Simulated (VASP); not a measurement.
# SnTe in VASP: notebook, part 2 of 2

VASP 6.6.1. Earlier steps stand in the parts before.

## 4. Single point, PBE

File INCAR:

```
SYSTEM = SnTe
ALGO = Normal
EDIFF = 1E-7
ENCUT = 520
GGA = PE
ISIF = 2
ISMEAR = -1
LASPH = .True.
LCHARG = .False.
LREAL = .False.
LWAVE = .False.
NBANDS = 17
NELM = 80
PREC = Accurate
SIGMA = 0.05
```

File KPOINTS:

```
k-points
0
Gamma
  4 4 4
  0 0 0
```

File POSCAR:

```
SnTe
1.0
    0.0000000000      3.1508500000      3.1508500000
    3.1508500000      0.0000000000      3.1508500000
    3.1508500000      3.1508500000      0.0000000000
Te Sn
1 1
Direct
    0.4917300000      0.4957840000      0.5146520000
   -0.0199200000      0.0047730000      0.0104450000
```

Potentials or basis: VASP PAW PBE potentials, release 64 (Te, Sn_d).

On the command line:

```console
$ cat potpaw_PBE.64/Te/POTCAR potpaw_PBE.64/Sn_d/POTCAR > POTCAR
$ mpirun -np 1 vasp_std > vasp.out
```

OUTCAR:

```text
SYSTEM = SnTe
   EDIFF = 1E-7
   ENCUT = 520
   GGA = PE
   ISIF = 2
   ISMEAR = -1
   LASPH = .True.
   LREAL = .False.
   NELM = 80
   PREC = Accurate

 ion  position               nearest neighbor table
   1  0.492  0.496  0.515-   2 3.10   2 3.14   2 3.14   2 3.16   2 3.17   2 3.20
   2  0.980  0.005  0.010-   1 3.10   1 3.14   1 3.14   1 3.16   1 3.17   1 3.20

  LATTYP: Found a face centered cubic cell.
 ALAT       =     6.3017000000

  Lattice vectors:

 A1 = (   0.0000000000,   3.1508500000,   3.1508500000)
 A2 = (   3.1508500000,   0.0000000000,   3.1508500000)
 A3 = (   3.1508500000,   3.1508500000,   0.0000000000)

Analysis of symmetry for initial positions (statically):
[... 5 lines left out ...]
 face centered cubic supercell.

 Subroutine GETGRP returns: Found  1 space group operations
 (whereof  1 operations were pure point group operations)
 out of a pool of 48 trial point group operations.

The static configuration has the point symmetry C_1 .

Analysis of symmetry for dynamics (positions and initial velocities):
[... 5 lines left out ...]
 face centered cubic supercell.

 Subroutine GETGRP returns: Found  1 space group operations
 (whereof  1 operations were pure point group operations)
[... 147 lines left out ...]

  energy without entropy =       -7.54227735  energy(sigma->0) =       -7.54536036

 E-fermi :   6.9948     XC(G=0):  -9.5119

 val. band max:        6.9422422500   @ k =   0.0000   0.0000   0.5000
 cond. band min:       7.0480474512   @ k =   0.0000   0.0000   0.5000
 fundamental gap:      0.1058052012
 Fermi energy:         6.9947887671

 k-point     1 :       0.0000    0.0000    0.0000
  band No.  band energies     occupation
      1     -14.9868      2.00000
      2     -14.9859      2.00000
      3     -14.9792      2.00000
      4     -14.9792      2.00000
      5     -14.9786      2.00000
      6      -5.8734      2.00000
[... 457 lines left out ...]
      4     -14.9721      2.00000
      5     -14.9706      2.00000
      6      -4.4677      2.00000
[... 9 lines left out ...]
     16      16.1007      0.00000
     17      17.0057      0.00000

 [... further k-points ...]

------------------------ aborting loop because EDIFF is reached ----------------------------------------

  FORCE on cell =-STRESS in cart. coord.  units (eV):
  Direction    XX          YY          ZZ          XY          YZ          ZX
  --------------------------------------------------------------------------------------
  -------------------------------------------------------------------------------------
  Total        0.7087832      0.7245903      0.7078301     -0.0013916      0.0007864     -0.0004165
  in kB       18.1514276     18.5562368     18.1270205     -0.0356377      0.0201384     -0.0106654
  external PRESSURE =      18.2782283 kB  Pullay stress =       0.0000000 kB

 VOLUME and BASIS-vectors are now :
 -----------------------------------------------------------------------------
  energy-cutoff  :      520.00
  volume of cell :       62.56
      direct lattice vectors                 reciprocal lattice vectors
     0.000000000  3.150850000  3.150850000    -0.158687338  0.158687338  0.158687338
     3.150850000  0.000000000  3.150850000     0.158687338 -0.158687338  0.158687338
     3.150850000  3.150850000  0.000000000     0.158687338  0.158687338 -0.158687338

 POSITION                                       TOTAL-FORCE (eV/Angst)
 -----------------------------------------------------------------------------------
      3.18373      3.17096      3.11151        -0.016583      0.066541      0.009173
      0.04795      3.12100      3.10312         0.016583     -0.066541     -0.009173
 -----------------------------------------------------------------------------------
    total drift:                                0.000068     -0.000081     -0.000051

  FREE ENERGIE OF THE ION-ELECTRON SYSTEM (eV)
  ---------------------------------------------------
  free  energy   TOTEN  =        -7.5484433790 eV

  energy  without entropy=       -7.5422773455  energy(sigma->0) =       -7.54536036
```

OSZICAR:

```text
N       E                     dE             d eps       ncg     rms          rms(c)
DAV:   1     0.129996360231E+03    0.13000E+03   -0.95513E+03  1244   0.136E+03
DAV:   2     0.470115098719E+01   -0.12530E+03   -0.12194E+03  1321   0.351E+02
DAV:   3    -0.723832700897E+01   -0.11939E+02   -0.11854E+02  1475   0.923E+01
DAV:   4    -0.758446130423E+01   -0.34613E+00   -0.34587E+00  1544   0.162E+01
DAV:   5    -0.759767607406E+01   -0.13215E-01   -0.13214E-01  1794   0.310E+00    0.571E+00
DAV:   6    -0.754815407332E+01    0.49522E-01   -0.11498E-01  1718   0.236E+00    0.366E+00
DAV:   7    -0.754892959703E+01   -0.77552E-03   -0.52531E-02  1638   0.121E+00    0.739E-01
DAV:   8    -0.754832763966E+01    0.60196E-03   -0.82917E-03  1580   0.714E-01    0.196E-01
DAV:   9    -0.754845376113E+01   -0.12612E-03   -0.54030E-04  1666   0.217E-01    0.822E-02
DAV:  10    -0.754844168586E+01    0.12075E-04   -0.91147E-05  1678   0.885E-02    0.275E-02
DAV:  11    -0.754844329812E+01   -0.16123E-05   -0.15707E-05  1545   0.320E-02    0.820E-03
DAV:  12    -0.754844337898E+01   -0.80868E-07   -0.62782E-07  1653   0.810E-03
   1 F= -.75484434E+01 E0= -.75453604E+01  d E =-.616603E-02
```

stdout:

```text
POSCAR found type information on POSCAR TeSn
 POSCAR found :  2 types and       2 ions
 scaLAPACK will be used
 LDA part: xc-table for (Slater+PW92), standard interpolation
 POSCAR, INCAR and KPOINTS ok, starting setup
 FFT: planning ... GRIDC
 FFT: planning ... GRID_SOFT
 FFT: planning ... GRID
 WAVECAR not read
 entering main loop
```

It took 15 s on 1 thread of Intel Xeon 6975P-C (Granite Rapids), shared host; peak memory 0.21 GiB.

Results:

```yaml
Free_energy: -7.5484 eV
Pressure: 1.8 GPa
Largest_force: 0.069 eV/Å
Band_gap_on_the_k_mesh: 0.11 eV, direct
```

Forces in eV/Å, atoms in the order of the input:
```
Te  -0.017  0.067  0.009
Sn   0.017 -0.067 -0.009
```

Caveat: the k points lie up to 0.43 Å⁻¹ apart; spin-orbit coupling is left out, which moves the levels of the heavy elements.

## 5. Relaxation of cell and atoms, PBE+D3(BJ)

File INCAR:

```
SYSTEM = SnTe
ALGO     = Normal         ! electronic algorithm
EDIFF    = 1E-6           ! SCF threshold, eV
EDIFFG   = -0.01          ! ionic threshold
ENCUT    = 600            ! plane-wave cutoff, eV
GGA      = PE             ! functional
IBRION   = 2              ! ionic algorithm
ISIF     = 3              ! what is computed and relaxed
ISMEAR   = -1             ! smearing method
IVDW     = 12             ! dispersion correction
LASPH    = .TRUE.         ! aspherical terms in the spheres
LCHARG   = .FALSE.        ! write CHGCAR
LREAL    = .FALSE.        ! projectors in reciprocal space
LWAVE    = .FALSE.        ! write WAVECAR
NELM     = 60             ! most SCF steps
NSW      = 60             ! ionic steps
PREC     = Accurate       ! precision mode
SIGMA    = 0.05           ! smearing width, eV
```

File KPOINTS:

```
k-points
0
G
  7 7 7
  0 0 0
```

File POSCAR:

```
SnTe
1.0
    0.0000000000      3.1508500000      3.1508500000
    3.1508500000      0.0000000000      3.1508500000
    3.1508500000      3.1508500000      0.0000000000
Te Sn
1 1
Direct
    0.5000000000      0.5000000000      0.5000000000
    0.0000000000      0.0000000000      0.0000000000
```

On the command line:

```console
$ cat potpaw_PBE.64/Te/POTCAR potpaw_PBE.64/Sn_d/POTCAR > POTCAR
$ mpirun -np 1 vasp_std > vasp.out
```

Wall time 57 s (1 thread of AMD EPYC 7R43 (Zen 3), shared host); peak memory 0.19 GiB.

It converged, with:

```
Free energy                : -8.3492 eV
Pressure after relaxing    : 0.0 GPa
Dispersion energy per atom : -0.401 eV
```

Final structure:
```xyz
2
Lattice="0.0000 3.1509 3.1509 3.1509 0.0000 3.1509 3.1509 3.1509 0.0000" Properties=species:S:1:pos:R:3 pbc="T T T"
Te    3.1509    3.1509    3.1509
Sn    0.0000    0.0000    0.0000
```

Levels at points of the mesh, in eV from the Fermi level:
| k point | band 7 | band 8 | band 9 | band 10 | band 11 | band 12 | band 13 | band 14 |
| --- | --- | --- | --- | --- | --- | --- | --- | --- |
| (0.00, 0.00, 0.00) | -4.75 | -2.22 | -2.22 | -2.22 | 3.28 | 3.28 | 3.28 | 4.68 |

Caveat: the relaxation stopped at its first step, so nothing moved; this odd mesh misses L, where the gap lies, so gap, dielectric constants and Born charges aren't listed; spin-orbit coupling is left out, which moves the levels of the heavy elements.

## 6. Overview

```tsv
task	level	cell	k mesh	cutoff (eV)	pressure (GPa)
single point	PBEsol	as given	7 × 7 × 7	520	-0.4
single point	PBE	as given	4 × 4 × 4	520	1.8
relaxation of cell and atoms	PBE+D3(BJ)	relaxed	7 × 7 × 7	600	0.0
```

Some of these runs hold the atoms at other places in the same cell, which the table doesn't show; runs alike in all that it shows share one row.

Alike in all rows: potentials or basis VASP PAW PBE potentials, release 64 (Te, Sn_d); no spin polarisation; smearing fermi-dirac 0.05 eV.

Caveats: some runs use coarse meshes; spin-orbit coupling is left out, which moves the levels of the heavy elements; the PAW data sets were made with another functional, which shifts forces and pressure a little (some runs); the relaxation stopped at its first step, so nothing moved (some runs).

Absolute energies hang on the potentials; compare differences alone.
